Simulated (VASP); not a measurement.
Write the native input for VASP 6.6.1 that does the following.

| Property | Result |
| --- | --- |
| Task | single point |
| Functional | PBE |
| Potentials or basis | VASP PAW PBE potentials, release 64 (Li_sv, F) |
| Cutoff | 520 eV |
| k mesh | 10 × 10 × 10 |
| Occupations | gaussian, width 0.05 eV |
| Spin | no spin polarisation |
| Dipole correction | no |
| Further INCAR settings | ALGO = Normal; EDIFF = 1e-07; NBANDS = 12 |

The structure of LiF lies in POSCAR:

```
LiF
1.0
    2.7642956400      0.0000000000      0.0000000000
    0.0000000000      2.7642956400      0.0000000000
    0.0000000000      0.0000000000      2.3547703600
Li F
1 1
Direct
    0.0000000000      0.0000000000      0.0000000000
    0.5000000000      0.5000000000      0.5000000000
```

This cell differs from its parent crystal: strain +0.080 along x and y, -0.080 along z.

One way to write it, as run:

INCAR

```
ALGO = Normal
EDIFF = 1E-7
ENCUT = 520
GGA = PE
ISIF = 2
ISMEAR = 0
LASPH = T
LCHARG = F
LREAL = F
LWAVE = F
NBANDS = 12
NELM = 100
PREC = Accurate
SIGMA = 0.05
```

KPOINTS

```
k-points
0
Gamma
  10 10 10
```

Potentials or basis: VASP PAW PBE potentials, release 64 (Li_sv, F).

The run is started by

```sh
$ cat potpaw_PBE.64/Li_sv/POTCAR potpaw_PBE.64/F/POTCAR > POTCAR
$ mpirun -np 1 vasp_std > vasp.out
```

It gave:

- Band gap on the k mesh: 5.81 eV, indirect (least direct gap 6.10 eV)

Caveat: the cell differs from its parent crystal (strain +0.080 along x and y, -0.080 along z).

Wall time 27 s on 1 thread of AMD EPYC 7R43 64-Core Processor (Zen 3), with other jobs on the host, peak memory 0.1 GiB.
